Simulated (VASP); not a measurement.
# K (Fd-3m) in VASP: a series of runs

Runs on K. Level: PBE. Tasks: single point.

All numbers are computed with VASP 6.6.1; they aren't measurements. Logs are shortened: lines on timing, memory, paths and dates and some standing lists are left out, and cuts for length are marked.

## 1. The cell of the first run

The structure is cubic, space group Fd-3m (No. 227). The conventional cell has a = 8.452 Å, b = 8.452 Å, c = 8.452 Å, α = 90.00°, β = 90.00°, γ = 90.00°. K (site symmetry -43m) has 4 K at 3.66 Å within 4.8 Å.

This isn't the form of K at room conditions, which is bcc.

## 2. Single point, PBE (75.46 Å³/atom)

Input file INCAR:

```
PREC = Accurate
ENCUT = 520
EDIFF = 1E-6
ISMEAR = -1
SIGMA = 0.1
LREAL = False
LASPH = True
NELM = 60
ALGO = Normal
ISIF = 2
LWAVE = False
LCHARG = False
GGA = PE
NBANDS = 16
```

Input file KPOINTS:

```
Automatic mesh
0
Gamma
  8 8 8
```

Input file POSCAR:

```
K
1.0
    0.0000000000      4.2258404361      4.2258404361
    4.2258404361      0.0000000000      4.2258404361
    4.2258404361      4.2258404361      0.0000000000
K
2
Direct
   -0.1250000000     -0.1250000000     -0.1250000000
    0.1250000000      0.1250000000      0.1250000000
```

Potentials or basis: VASP PAW PBE potentials, release 64 (K_sv).

The run is started by

```
> cat potpaw_PBE.64/K_sv/POTCAR > POTCAR
> mpirun -np 1 vasp_std > vasp.out
```

OUTCAR:

```text
PREC = Accurate
   ENCUT = 520
   EDIFF = 1E-6
   ISMEAR = -1
   LREAL = False
   LASPH = True
   NELM = 60
   ISIF = 2
   GGA = PE

 ion  position               nearest neighbor table
   1  0.875  0.875  0.875-   2 3.66   2 3.66   2 3.66   2 3.66
   2  0.125  0.125  0.125-   1 3.66   1 3.66   1 3.66   1 3.66

  LATTYP: Found a face centered cubic cell.
 ALAT       =     8.4516808722

  Lattice vectors:

 A1 = (   0.0000000000,   4.2258404361,   4.2258404361)
 A2 = (   4.2258404361,   0.0000000000,   4.2258404361)
 A3 = (   4.2258404361,   4.2258404361,   0.0000000000)

Analysis of symmetry for initial positions (statically):
=====================================================================
 Subroutine PRICEL returns:
 Original cell was already a primitive cell.

 Routine SETGRP: Setting up the symmetry group for a
 face centered cubic supercell.

 Subroutine GETGRP returns: Found 48 space group operations
 (whereof 12 operations were pure point group operations)
 out of a pool of 48 trial point group operations.

The static configuration has the point symmetry D_3d.
 The point group associated with its full space group is O_h .

Analysis of symmetry for dynamics (positions and initial velocities):
=====================================================================
 Subroutine PRICEL returns:
 Original cell was already a primitive cell.

 Routine SETGRP: Setting up the symmetry group for a
 face centered cubic supercell.

 Subroutine GETGRP returns: Found 48 space group operations
 (whereof 12 operations were pure point group operations)
 out of a pool of 48 trial point group operations.

The dynamic configuration has the point symmetry D_3d.
 The point group associated with its full space group is O_h .

 Subroutine INISYM returns: Found 48 space group operations
 (whereof 12 operations are pure point group operations),
 and found     1 'primitive' translations

----------------------------------------------------------------------------------------

                                     Primitive cell

  volume of cell :     150.9278

  direct lattice vectors                    reciprocal lattice vectors
     0.000000000  4.225840436  4.225840436    -0.118319659  0.118319659  0.118319659
     4.225840436  0.000000000  4.225840436     0.118319659 -0.118319659  0.118319659
     4.225840436  4.225840436  0.000000000     0.118319659  0.118319659 -0.118319659

  length of vectors
     5.976240857  5.976240857  5.976240857     0.204935661  0.204935661  0.204935661

  position of ions in fractional coordinates (direct lattice)
     0.875000000  0.875000000  0.875000000
     0.125000000  0.125000000  0.125000000

  ion indices of the primitive-cell ions
   primitive index   ion index
                 1           1
                 2           2

----------------------------------------------------------------------------------------

 KPOINTS: Automatic mesh

Automatic generation of k-mesh.
 Grid dimensions read from file:
 generate k-points for:    8    8    8

 Generating k-lattice:

  Cartesian coordinates                     Fractional coordinates (reciprocal lattice)
    -0.014789957  0.014789957  0.014789957     0.125000000  0.000000000  0.000000000
     0.014789957 -0.014789957  0.014789957     0.000000000  0.125000000  0.000000000
     0.014789957  0.014789957 -0.014789957     0.000000000  0.000000000  0.125000000

  Length of vectors
     0.025616958  0.025616958  0.025616958

  Shift w.r.t. Gamma in fractional coordinates (k-lattice)
     0.000000000  0.000000000  0.000000000

 Subroutine IBZKPT returns following result:
 ===========================================

 Found     29 irreducible k-points:

 Following reciprocal coordinates:
            Coordinates               Weight
  0.000000  0.000000  0.000000      1.000000
  0.125000  0.000000  0.000000      8.000000
  0.250000  0.000000  0.000000      8.000000
  0.375000  0.000000  0.000000      8.000000
  0.500000  0.000000  0.000000      4.000000
  0.125000  0.125000  0.000000      6.000000
[... 16 lines left out ...]
  0.500000  0.250000  0.125000     48.000000
 -0.375000  0.250000  0.125000     24.000000
 [... further k-points ...]
   k-points           NKPTS =     29   k-points in BZ     NKDIM =     29   number of bands    NBANDS=     16
   number of dos      NEDOS =    301   number of ions     NIONS =      2
   total plane-waves  NPLWV = 110592
   dimension x,y,z NGX =    48 NGY =   48 NGZ =   48
   dimension x,y,z NGXF=    96 NGYF=   96 NGZF=   96
   ions per type =               2
   NGX,Y,Z   is equivalent  to a cutoff of  13.35, 13.35, 13.35 a.u.
   NGXF,Y,Z  is equivalent  to a cutoff of  26.71, 26.71, 26.71 a.u.
 SYSTEM =  unknown system
   PREC   = accura    normal or accurate (medium, high low for compatibility)
   ISTART =      0    job   : 0-new  1-cont  2-samecut
   ICHARG =      2    charge: 1-file 2-atom 10-const
   ISPIN  =      1    spin polarized calculation?
   LNONCOLLINEAR =      F non collinear calculations
   LSORBIT =      F    spin-orbit coupling
   LASPH  =      T    aspherical Exc in radial PAW
   ENCUT  =  520.0 eV  38.22 Ry    6.18 a.u.  11.11 11.11 11.11*2*pi/ulx,y,z
   NELM   =     60;   NELMIN=  2; NELMDL= -5     # of ELM steps
   EDIFF  = 0.1E-05   stopping-criterion for ELM
   LREAL  =      F    real-space projection
   EDIFFG = 0.1E-04   stopping-criterion for IOM
   NSW    =      0    number of steps for IOM
   IBRION =     -1    ionic relax: 0-MD 1-quasi-New 2-CG
   NFREE  =      0    steps in history (QN), initial steepest desc. (CG)
   ISIF   =      2    stress and relaxation
   ISYM   =      2    0-nonsym 1-usesym 2-fastsym
   POTIM  = 0.5000    time-step for ionic-motion
   TEBEG  =    0.0;   TEEND  =   0.0 temperature during run
   PSTRESS=    0.0 pullay stress
   NELECT =      18.0000    total number of electrons
   NUPDOWN=      -1.0000    fix difference up-down
   EMIN   =  10.00;   EMAX   =-10.00  energy-range for DOS
   EFERMI =   0.00;   METHOD = LEGACY
   ISMEAR =    -1;   SIGMA  =   0.10  broadening in eV -4-tet -1-fermi 0-gaus
   EFERMI_NEDOS =   21; number of points for ismear=-14 and -15
   IALGO  =     38    algorithm
   IMIX   =      4    mixing-type and parameters
     AMIX     =   0.40;   BMIX     =  1.00
     AMIX_MAG =   1.60;   BMIX_MAG =  1.00
  volume/ion in A,a.u.               =      75.46       509.26
  Fermi-wavevector in a.u.,A,eV,Ry     =   0.805828  1.522795  8.835071  0.649359
  Thomas-Fermi vector in A             =   1.914147
   LORBIT       =      0    0 simple, 1 ext, 2 COOP (PROOUT), +10 PAW based schemes
   GGA     = PE    functional components
   LHFCALC =     F    Hartree Fock is set to
   AEXX    =    0.0000 exact exchange contribution
   IVDW    =     0    specifies the selected vdW correction
   LEPSILON=     F    determine dielectric tensor
   LRPA    =     F    only Hartree local field effects (RPA)
 non-spin polarized calculation
  energy-cutoff  :      520.00
  volume of cell :      150.93
 maximum number of plane-waves:      4092
 NGX is ok and might be reduce to    48
   NGX = 23   NGY = 23   NGZ = 23

 number of electron      17.9999999 magnetization

 Free energy of the ion-electron system (eV)
  ---------------------------------------------------
  ext. energy  EPLUGINS =         0.00000000
  ---------------------------------------------------
  free energy    TOTEN  =        -1.37454941 eV

  energy without entropy =       -1.32582611  energy(sigma->0) =       -1.35018776

 E-fermi :  -0.0924     XC(G=0):  -5.5488

 val. band max:       -0.1411732072   @ k =   0.5000   0.1250   0.0000
 cond. band min:      -0.0255663960   @ k =   0.5000   0.5000   0.0000
 fundamental gap:      0.1156068112
 Fermi energy:        -0.0924045479

 k-point     1 :       0.0000    0.0000    0.0000
  band No.  band energies     occupation
      1     -32.8050      2.00000
      2     -32.7451      2.00000
      3     -16.3516      2.00000
      4     -16.3516      2.00000
      5     -16.3516      2.00000
      6     -16.1777      2.00000
[... 8 lines left out ...]
     15       2.9753      0.00000
     16       2.9753      0.00000

 k-point     2 :       0.1250    0.0000    0.0000
  band No.  band energies     occupation
      1     -32.8033      2.00000
      2     -32.7468      2.00000
      3     -16.3549      2.00000
      4     -16.3549      2.00000
      5     -16.3516      2.00000
      6     -16.1786      2.00000
[... 8 lines left out ...]
     15       2.8771      0.00000
     16       3.0509      0.00000

 k-point     3 :       0.2500    0.0000    0.0000
  band No.  band energies     occupation
      1     -32.7987      2.00000
      2     -32.7514      2.00000
      3     -16.3624      2.00000
      4     -16.3624      2.00000
      5     -16.3519      2.00000
      6     -16.1807      2.00000
[... 8 lines left out ...]
     15       2.9565      0.00000
     16       3.2091      0.00000

 k-point     4 :       0.3750    0.0000    0.0000
  band No.  band energies     occupation
      1     -32.7930      2.00000
      2     -32.7571      2.00000
      3     -16.3694      2.00000
      4     -16.3694      2.00000
      5     -16.3525      2.00000
      6     -16.1825      2.00000
[... 8 lines left out ...]
     15       3.0590      0.00000
     16       3.4059      0.00000
[... 324 lines left out ...]
 k-point    22 :       0.3750    0.2500    0.1250
  band No.  band energies     occupation
      1     -32.7946      2.00000
      2     -32.7555      2.00000
      3     -16.3793      2.00000
      4     -16.3712      2.00000
      5     -16.3306      2.00000
      6     -16.2024      2.00000
[... 8 lines left out ...]
     15       3.0640      0.00000
     16       3.3444      0.00000

 k-point    23 :       0.5000    0.2500    0.1250
  band No.  band energies     occupation
      1     -32.7889      2.00000
      2     -32.7612      2.00000
      3     -16.3885      2.00000
      4     -16.3773      2.00000
      5     -16.3209      2.00000
      6     -16.2129      2.00000
[... 8 lines left out ...]
     15       3.1231      0.00000
     16       3.4319      0.00000

 k-point    24 :      -0.3750    0.2500    0.1250
  band No.  band energies     occupation
      1     -32.7856      2.00000
      2     -32.7645      2.00000
      3     -16.3918      2.00000
      4     -16.3802      2.00000
      5     -16.3164      2.00000
      6     -16.2176      2.00000
[... 8 lines left out ...]
     15       3.2298      0.00000
     16       3.4901      0.00000

 [... further k-points ...]

------------------------ aborting loop because EDIFF is reached ----------------------------------------

  FORCE on cell =-STRESS in cart. coord.  units (eV):
  Direction    XX          YY          ZZ          XY          YZ          ZX
  --------------------------------------------------------------------------------------
  -------------------------------------------------------------------------------------
  Total        0.8252756      0.8252756      0.8252756     -0.0000000     -0.0000000      0.0000000
  in kB        8.7607305      8.7607305      8.7607305     -0.0000000     -0.0000000      0.0000000
  external PRESSURE =       8.7607305 kB  Pullay stress =       0.0000000 kB

 VOLUME and BASIS-vectors are now :
 -----------------------------------------------------------------------------
  energy-cutoff  :      520.00
  volume of cell :      150.93
      direct lattice vectors                 reciprocal lattice vectors
     0.000000000  4.225840436  4.225840436    -0.118319659  0.118319659  0.118319659
     4.225840436  0.000000000  4.225840436     0.118319659 -0.118319659  0.118319659
     4.225840436  4.225840436  0.000000000     0.118319659  0.118319659 -0.118319659

 POSITION                                       TOTAL-FORCE (eV/Angst)
 -----------------------------------------------------------------------------------
      7.39522      7.39522      7.39522         0.000000      0.000000      0.000000
      1.05646      1.05646      1.05646        -0.000000     -0.000000     -0.000000
 -----------------------------------------------------------------------------------
    total drift:                                0.000000      0.000000      0.000000

  FREE ENERGIE OF THE ION-ELECTRON SYSTEM (eV)
  ---------------------------------------------------
  free  energy   TOTEN  =        -1.3745494149 eV

  energy  without entropy=       -1.3258261145  energy(sigma->0) =       -1.35018776
```

It took 46 s on 1 thread of AMD EPYC 9R45 (Zen 5), shared host; peak memory 0.29 GiB.

What came out:

| Property | Result |
| --- | --- |
| Free energy | -1.3745 eV |
| Pressure | 0.9 GPa |
| Band gap on the k mesh | zero (bands 9 and 10 overlap by 0.76 eV) |

(Continued in part 2 of 2.)

The gap in the log of VASP goes by the Fermi energy; the results here count the filled bands.